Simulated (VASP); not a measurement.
# PN (P6_3/mmc) in VASP: further runs

The runs below take PN through single point, relaxation of cell and atoms, with PBE.

All numbers are computed with VASP 6.6.1; they aren't measurements. Logs are shortened: lines on timing, memory, paths and dates and some standing lists are left out, and cuts for length are marked.

## (1) The cell of the first run

The structure is hexagonal, space group P6_3/mmc (No. 194). Conventional cell: a = 3.043 Å, b = 3.043 Å, c = 8.096 Å, α = 90.00°, β = 90.00°, γ = 120.00°. Within 2.3 Å of P (site symmetry -6m2) lie 3 N at 1.76 Å. N (site symmetry -6m2) has 3 P at 1.76 Å within 2.3 Å.

## (2) Single point, PBE

INCAR reads:

```
ALGO = Normal
EDIFF = 1E-6
ENCUT = 520
GGA = PE
ISIF = 2
ISMEAR = 0
LASPH = True
LCHARG = True
LELF = True
LREAL = False
LVHAR = True
LWAVE = False
NBANDS = 18
NELM = 80
PREC = Accurate
SIGMA = 0.1
```

KPOINTS reads:

```
k-points
0
Gamma
  6 6 2
```

POSCAR reads:

```
PN
1.0
    3.0433023239      0.0000000000      0.0000000000
   -1.5216511620      2.6355771239      0.0000000000
    0.0000000000      0.0000000000      8.0958916137
P N
2 2
Direct
    0.3333333333      0.6666666667      0.2500000000
    0.6666666667      0.3333333333      0.7500000000
    0.3333333333      0.6666666667      0.7500000000
    0.6666666667      0.3333333333      0.2500000000
```

Potentials or basis: VASP PAW PBE potentials, release 64 (P, N).

On the command line:

```bash
cat potpaw_PBE.64/P/POTCAR potpaw_PBE.64/N/POTCAR > POTCAR
mpirun -np 1 vasp_std > vasp.out
```

OUTCAR:

```text
EDIFF = 1E-6
   ENCUT = 520
   GGA = PE
   ISIF = 2
   ISMEAR = 0
   LASPH = True
   LREAL = False
   NELM = 80
   PREC = Accurate

 ion  position               nearest neighbor table
   1  0.333  0.667  0.250-   4 1.76   4 1.76   4 1.76
   2  0.667  0.333  0.750-   3 1.76   3 1.76   3 1.76
   3  0.333  0.667  0.750-   2 1.76   2 1.76   2 1.76
   4  0.667  0.333  0.250-   1 1.76   1 1.76   1 1.76

  LATTYP: Found a hexagonal cell.
 ALAT       =     3.0433023239
 C/A-ratio  =     2.6602324554

  Lattice vectors:

 A1 = (   3.0433023239,   0.0000000000,   0.0000000000)
 A2 = (  -1.5216511620,   2.6355771239,   0.0000000000)
 A3 = (   0.0000000000,   0.0000000000,   8.0958916137)

Analysis of symmetry for initial positions (statically):
=====================================================================
 Subroutine PRICEL returns:
 Original cell was already a primitive cell.

 Routine SETGRP: Setting up the symmetry group for a
 hexagonal supercell.

 Subroutine GETGRP returns: Found 24 space group operations
 (whereof 12 operations were pure point group operations)
 out of a pool of 24 trial point group operations.

The static configuration has the point symmetry D_3d.
 The point group associated with its full space group is D_6h.

Analysis of symmetry for dynamics (positions and initial velocities):
=====================================================================
 Subroutine PRICEL returns:
 Original cell was already a primitive cell.

 Routine SETGRP: Setting up the symmetry group for a
 hexagonal supercell.

 Subroutine GETGRP returns: Found 24 space group operations
 (whereof 12 operations were pure point group operations)
 out of a pool of 24 trial point group operations.

The dynamic configuration has the point symmetry D_3d.
 The point group associated with its full space group is D_6h.

 Subroutine INISYM returns: Found 24 space group operations
 (whereof 12 operations are pure point group operations),
 and found     1 'primitive' translations

----------------------------------------------------------------------------------------

                                     Primitive cell

  volume of cell :      64.9360

  direct lattice vectors                    reciprocal lattice vectors
     3.043302324  0.000000000  0.000000000     0.328590424  0.189711770  0.000000000
    -1.521651162  2.635577124  0.000000000     0.000000000  0.379423539  0.000000000
     0.000000000  0.000000000  8.095891614     0.000000000  0.000000000  0.123519440

  length of vectors
     3.043302324  3.043302324  8.095891614     0.379423539  0.379423539  0.123519440

  position of ions in fractional coordinates (direct lattice)
     0.333333333  0.666666667  0.250000000
     0.666666667  0.333333333  0.750000000
     0.333333333  0.666666667  0.750000000
     0.666666667  0.333333333  0.250000000

  ion indices of the primitive-cell ions
   primitive index   ion index
                 1           1
                 2           2
                 3           3
                 4           4

----------------------------------------------------------------------------------------

 KPOINTS: k-points

Automatic generation of k-mesh.
 Grid dimensions read from file:
 generate k-points for:    6    6    2

 Generating k-lattice:

  Cartesian coordinates                     Fractional coordinates (reciprocal lattice)
     0.054765071  0.031618628  0.000000000     0.166666667 -0.000000000  0.000000000
     0.000000000  0.063237257  0.000000000     0.000000000  0.166666667  0.000000000
     0.000000000  0.000000000  0.061759720     0.000000000  0.000000000  0.500000000

  Length of vectors
     0.063237257  0.063237257  0.061759720

  Shift w.r.t. Gamma in fractional coordinates (k-lattice)
     0.000000000  0.000000000  0.000000000

 Subroutine IBZKPT returns following result:
 ===========================================

 Found     14 irreducible k-points:

 Following reciprocal coordinates:
            Coordinates               Weight
  0.000000  0.000000  0.000000      1.000000
  0.166667  0.000000  0.000000      6.000000
  0.333333 -0.000000  0.000000      6.000000
  0.500000 -0.000000  0.000000      3.000000
  0.166667  0.166667  0.000000      6.000000
  0.333333  0.166667  0.000000     12.000000
  0.333333  0.333333  0.000000      2.000000
  0.000000  0.000000  0.500000      1.000000
  0.166667  0.000000  0.500000      6.000000
  0.333333 -0.000000  0.500000      6.000000
  0.500000 -0.000000  0.500000      3.000000
  0.166667  0.166667  0.500000      6.000000
  0.333333  0.166667  0.500000     12.000000
  0.333333  0.333333  0.500000      2.000000
   k-points           NKPTS =     14   k-points in BZ     NKDIM =     14   number of bands    NBANDS=     18
   number of dos      NEDOS =    301   number of ions     NIONS =      4
   total plane-waves  NPLWV =  34560
   dimension x,y,z NGX =    24 NGY =   24 NGZ =   60
   dimension x,y,z NGXF=    48 NGYF=   48 NGZF=  120
   ions per type =               2   2
   NGX,Y,Z   is equivalent  to a cutoff of  13.11, 13.11, 12.32 a.u.
   NGXF,Y,Z  is equivalent  to a cutoff of  26.22, 26.22, 24.64 a.u.
 SYSTEM =  unknown system
   PREC   = accura    normal or accurate (medium, high low for compatibility)
   ISTART =      0    job   : 0-new  1-cont  2-samecut
   ICHARG =      2    charge: 1-file 2-atom 10-const
   ISPIN  =      1    spin polarized calculation?
   LNONCOLLINEAR =      F non collinear calculations
   LSORBIT =      F    spin-orbit coupling
   LASPH  =      T    aspherical Exc in radial PAW
   ENCUT  =  520.0 eV  38.22 Ry    6.18 a.u.   5.66  5.66 15.05*2*pi/ulx,y,z
   NELM   =     80;   NELMIN=  2; NELMDL= -5     # of ELM steps
   EDIFF  = 0.1E-05   stopping-criterion for ELM
   LREAL  =      F    real-space projection
   EDIFFG = 0.1E-04   stopping-criterion for IOM
   NSW    =      0    number of steps for IOM
   IBRION =     -1    ionic relax: 0-MD 1-quasi-New 2-CG
   NFREE  =      0    steps in history (QN), initial steepest desc. (CG)
   ISIF   =      2    stress and relaxation
   ISYM   =      2    0-nonsym 1-usesym 2-fastsym
   POTIM  = 0.5000    time-step for ionic-motion
   TEBEG  =    0.0;   TEEND  =   0.0 temperature during run
   PSTRESS=    0.0 pullay stress
   NELECT =      20.0000    total number of electrons
   NUPDOWN=      -1.0000    fix difference up-down
   EMIN   =  10.00;   EMAX   =-10.00  energy-range for DOS
   EFERMI =   0.00;   METHOD = LEGACY
   ISMEAR =     0;   SIGMA  =   0.10  broadening in eV -4-tet -1-fermi 0-gaus
   EFERMI_NEDOS =   21; number of points for ismear=-14 and -15
   IALGO  =     38    algorithm
   IMIX   =      4    mixing-type and parameters
     AMIX     =   0.40;   BMIX     =  1.00
     AMIX_MAG =   1.60;   BMIX_MAG =  1.00
  volume/ion in A,a.u.               =      16.23       109.55
  Fermi-wavevector in a.u.,A,eV,Ry     =   1.105579  2.089241 16.630459  1.222304
  Thomas-Fermi vector in A             =   2.242068
   LORBIT       =      0    0 simple, 1 ext, 2 COOP (PROOUT), +10 PAW based schemes
   GGA     = PE    functional components
   LHFCALC =     F    Hartree Fock is set to
   AEXX    =    0.0000 exact exchange contribution
   IVDW    =     0    specifies the selected vdW correction
   LEPSILON=     F    determine dielectric tensor
   LRPA    =     F    only Hartree local field effects (RPA)
 non-spin polarized calculation
 Gauss-broadening in eV      SIGMA  =   0.10
  energy-cutoff  :      520.00
  volume of cell :       64.94
 maximum number of plane-waves:      1770
 NGX is ok and might be reduce to    24
   NGX = 11   NGY = 11   NGZ = 31

 number of electron      19.9999995 magnetization

 Free energy of the ion-electron system (eV)
  ---------------------------------------------------
  ext. energy  EPLUGINS =         0.00000000
  ---------------------------------------------------
  free energy    TOTEN  =       -22.75122598 eV

  energy without entropy =      -22.74179205  energy(sigma->0) =      -22.74650901

 E-fermi :   4.8285     XC(G=0):  -8.9712

 val. band max:        4.5562058013   @ k =   0.1667   0.1667   0.0000
 cond. band min:       4.8285170856   @ k =   0.1667   0.1667   0.5000
 fundamental gap:      0.2723112843
 Fermi energy:         4.8284622279

 k-point     1 :       0.0000    0.0000    0.0000
  band No.  band energies     occupation
      1     -15.8088      2.00000
      2     -15.7541      2.00000
      3      -2.9598      2.00000
      4      -2.2521      2.00000
      5      -2.2521      2.00000
      6      -2.2406      2.00000
[... 10 lines left out ...]
     17       8.7293      0.00000
     18      13.9023      0.00000

 k-point     2 :       0.1667    0.0000    0.0000
  band No.  band energies     occupation
      1     -15.4054      2.00000
      2     -15.3532      2.00000
      3      -4.2738      2.00000
      4      -4.2652      2.00000
      5      -2.6719      2.00000
      6      -2.6562      2.00000
[... 10 lines left out ...]
     17       9.0953      0.00000
     18      13.2740      0.00000

 k-point     3 :       0.3333   -0.0000    0.0000
  band No.  band energies     occupation
      1     -14.3402      2.00000
      2     -14.2983      2.00000
      3      -7.1848      2.00000
      4      -7.1619      2.00000
      5      -3.3585      2.00000
      6      -3.3381      2.00000
[... 10 lines left out ...]
     17      11.8821      0.00000
     18      12.5317      0.00000

 k-point     4 :       0.5000   -0.0000    0.0000
  band No.  band energies     occupation
      1     -13.5140      2.00000
      2     -13.4913      2.00000
      3      -8.6846      2.00000
      4      -8.6562      2.00000
      5      -3.6502      2.00000
      6      -3.6282      2.00000
[... 165 lines left out ...]
      4      -6.2315      2.00000
      5      -3.6936      2.00000
      6      -3.6936      2.00000
[... 10 lines left out ...]
     17      12.1086      0.00000
     18      12.1086      0.00000

 k-point    13 :       0.3333    0.1667    0.5000
  band No.  band energies     occupation
      1     -13.5636      2.00000
      2     -13.5636      2.00000
      3      -8.1671      2.00000
      4      -8.1671      2.00000
      5      -4.6715      2.00000
      6      -4.6715      2.00000
[... 10 lines left out ...]
     17      12.7787      0.00000
     18      12.7787      0.00000

 k-point    14 :       0.3333    0.3333    0.5000
  band No.  band energies     occupation
      1     -13.0986      2.00000
      2     -13.0986      2.00000
      3      -8.4131      2.00000
      4      -8.4131      2.00000
      5      -5.7815      2.00000
      6      -5.7815      2.00000
[... 10 lines left out ...]
     17      10.9929      0.00000
     18      10.9929      0.00000

------------------------ aborting loop because EDIFF is reached ----------------------------------------

  FORCE on cell =-STRESS in cart. coord.  units (eV):
  Direction    XX          YY          ZZ          XY          YZ          ZX
  --------------------------------------------------------------------------------------
  -------------------------------------------------------------------------------------
  Total        4.8927120      4.8927120      0.0121549     -0.0000000      0.0000000      0.0000000
  in kB      120.7187481    120.7187481      0.2998988     -0.0000000      0.0000000      0.0000000
  external PRESSURE =      80.5791317 kB  Pullay stress =       0.0000000 kB

 VOLUME and BASIS-vectors are now :
 -----------------------------------------------------------------------------
  energy-cutoff  :      520.00
  volume of cell :       64.94
      direct lattice vectors                 reciprocal lattice vectors
     3.043302324  0.000000000  0.000000000     0.328590424  0.189711770  0.000000000
    -1.521651162  2.635577124  0.000000000     0.000000000  0.379423539  0.000000000
     0.000000000  0.000000000  8.095891614     0.000000000  0.000000000  0.123519440

 POSITION                                       TOTAL-FORCE (eV/Angst)
 -----------------------------------------------------------------------------------
     -0.00000      1.75705      2.02397        -0.000000     -0.000000      0.000000
      1.52165      0.87853      6.07192        -0.000000      0.000000      0.000000
     -0.00000      1.75705      6.07192        -0.000000      0.000000      0.000000
      1.52165      0.87853      2.02397         0.000000     -0.000000      0.000000
 -----------------------------------------------------------------------------------
    total drift:                               -0.000000      0.000000     -0.000000

  FREE ENERGIE OF THE ION-ELECTRON SYSTEM (eV)
  ---------------------------------------------------
  free  energy   TOTEN  =       -22.7512259812 eV

  energy  without entropy=      -22.7417920479  energy(sigma->0) =      -22.74650901
```

Run time: 13 s. Hardware: 1 thread of Intel Xeon Platinum 8488C (Sapphire Rapids), shared host; peak memory 0.17 GiB.

What came out:

```yaml
Free_energy: -22.7512 eV
Pressure: 8.1 GPa
Band_gap_on_the_k_mesh: zero (band 10 reaches 5.06 eV, above the bottom of band 11 at 3.77 eV)
```

Caveat: the k points lie up to 0.40 Å⁻¹ apart; this functional lacks dispersion, which binds the layers, so the pressure and a relaxed spacing across them are unreliable.

## (3) Single point, PBE

This run uses another cell than the first one, of 16.86 Å³/atom, 1.039 times its volume.

INCAR reads:

```
SYSTEM = PN
PREC = Accurate ; ENCUT = 520
EDIFF = 1E-6 ; ISMEAR = 0
SIGMA = 0.1 ; LREAL = .False.
LASPH = .True. ; NELM = 60
ALGO = Normal ; ISIF = 2
LWAVE = .False. ; LCHARG = .False.
GGA = PE ; NBANDS = 18
```

KPOINTS reads:

```
regular mesh
0
Gamma
  6 6 2
  0 0 0
```

POSCAR reads:

```
PN
1.0
    3.1758906607      0.0000000000      0.0000000000
   -1.5879453304      2.7504019918      0.0000000000
    0.0000000000      0.0000000000      7.7202550564
P N
2 2
Direct
    0.3333333333      0.6666666667      0.2500000000
    0.6666666667      0.3333333333      0.7500000000
    0.3333333333      0.6666666667      0.7500000000
    0.6666666667      0.3333333333      0.2500000000
```

Potentials or basis: VASP PAW PBE potentials, release 64 (P, N).

On the command line:

```bash
cat potpaw_PBE.64/P/POTCAR potpaw_PBE.64/N/POTCAR > POTCAR
mpirun -np 1 vasp_std > vasp.out
```

Wall time 14 s (1 thread of Intel Xeon Platinum 8488C (Sapphire Rapids), shared host); peak memory 0.18 GiB.

It converged, with:

* Free energy: -22.9028 eV
* Pressure: -0.3 GPa
* Band gap on the k mesh: zero (band 10 reaches 4.17 eV, above the bottom of band 11 at 3.42 eV)

Stress tensor (GPa, compression positive):
```
-0.30  0.00  0.00
 0.00 -0.30  0.00
 0.00  0.00 -0.15
```

Levels at points of the mesh, in eV from the Fermi level:
```tsv
k point	band 7	band 8	band 9	band 10	band 11	band 12	band 13	band 14
(0.00, 0.00, 0.00)	-5.98	-5.52	-3.57	-3.19	2.88	2.88	2.95	2.95
(0.50, 0.00, 0.00)	-4.19	-3.56	-1.30	-1.27	-0.69	-0.09	4.59	5.26
(0.00, 0.00, 0.50)	-5.99	-5.99	-3.31	-3.31	2.92	2.92	2.92	2.92
(0.50, 0.00, 0.50)	-3.87	-3.87	-1.29	-1.29	-0.46	-0.46	4.92	4.92
```

Caveat: the k points lie up to 0.41 Å⁻¹ apart; this functional lacks dispersion, which binds the layers, so the pressure and a relaxed spacing across them are unreliable.

## (4) Relaxation of cell and atoms, PBE

INCAR reads:

```
SYSTEM = PN
ALGO = Normal
EDIFF = 1E-7
EDIFFG = -0.04
ENCUT = 600
GGA = PE
IBRION = 2
ISIF = 3
ISMEAR = 0
LASPH = .TRUE.
LCHARG = .FALSE.
LREAL = .FALSE.
LWAVE = .FALSE.
NELM = 60
NSW = 90
PREC = Accurate
SIGMA = 0.1
```

KPOINTS reads:

```
k-points
0
G
  6 6 2
  0 0 0
```

POSCAR reads:

```
PN
1.0
    3.0433023239      0.0000000000      0.0000000000
   -1.5216511620      2.6355771239      0.0000000000
    0.0000000000      0.0000000000      8.0958916137
P N
2 2
Direct
    0.3333333333      0.6666666667      0.2500000000
    0.6666666667      0.3333333333      0.7500000000
    0.3333333333      0.6666666667      0.7500000000
    0.6666666667      0.3333333333      0.2500000000
```

On the command line:

```bash
cat potpaw_PBE.64/P/POTCAR potpaw_PBE.64/N/POTCAR > POTCAR
mpirun -np 1 vasp_std > vasp.out
```

It took 35 s on 1 thread of Intel Xeon Platinum 8488C (Sapphire Rapids), shared host; peak memory 0.19 GiB.

It converged, with:

```yaml
Free_energy: -22.9002 eV
Relaxed_volume: 17.41 Å³/atom
Relaxed_cell: a = 3.151 Å, b = 3.151 Å, c = 8.095 Å, α = 90.00°, β = 90.00°, γ = 120.00°
Space_group_after_relaxing_to_0.05_Å: P6_3/mmc (No. 194)
Energy_gained_by_relaxing: 36.1 meV/atom
Ionic_steps: 3
Pressure_after_relaxing: 0.1 GPa
Band_gap_on_the_k_mesh: zero (band 10 reaches 3.88 eV, above the bottom of band 11 at 3.19 eV)
```

Stress tensor (GPa, compression positive):
```
 0.25  0.00  0.00
 0.00  0.25  0.00
 0.00  0.00 -0.28
```

Step by step:
| step | energy change (eV) | largest force (eV/Å) | pressure (GPa) | volume (Å³) |
| --- | --- | --- | --- | --- |
| 1 | 0.0000 | 0.0000 | 7.98 | 64.94 |
| 2 | -0.1114 | 0.0000 | -2.94 | 72.76 |
| 3 | -0.1444 | 0.0000 | 0.07 | 69.62 |

Final structure:
```cif
data_structure
_symmetry_space_group_name_H-M 'P 1'
_symmetry_Int_Tables_number 1
_cell_length_a 3.1514
_cell_length_b 3.1514
_cell_length_c 8.0948
_cell_angle_alpha 90.000
_cell_angle_beta 90.000
_cell_angle_gamma 120.000
_cell_volume 69.62
loop_
_atom_site_label
_atom_site_type_symbol
_atom_site_fract_x
_atom_site_fract_y
_atom_site_fract_z
_atom_site_occupancy
P1 P 0.33333 0.66667 0.25000 1
P2 P 0.66667 0.33333 0.75000 1
N1 N 0.33333 0.66667 0.75000 1
N2 N 0.66667 0.33333 0.25000 1
```

Levels at points of the mesh, in eV from the Fermi level:
| k point | band 8 | band 9 | band 10 | band 11 | band 12 | band 13 |
| --- | --- | --- | --- | --- | --- | --- |
| (0.00, 0.00, 0.00) | -5.82 | -3.37 | -3.02 | 2.95 | 2.95 | 2.95 |
| (0.50, 0.00, 0.00) | -3.73 | -1.26 | -1.21 | -0.63 | -0.18 | 4.69 |
| (0.00, 0.00, 0.50) | -6.13 | -3.15 | -3.15 | 2.97 | 2.97 | 3.01 |
| (0.50, 0.00, 0.50) | -3.95 | -1.24 | -1.24 | -0.44 | -0.44 | 4.98 |

Caveat: the k points lie up to 0.39 Å⁻¹ apart in the final cell; this functional lacks dispersion, which binds the layers, so the pressure and a relaxed spacing across them are unreliable.

[end of part 1 of 2]
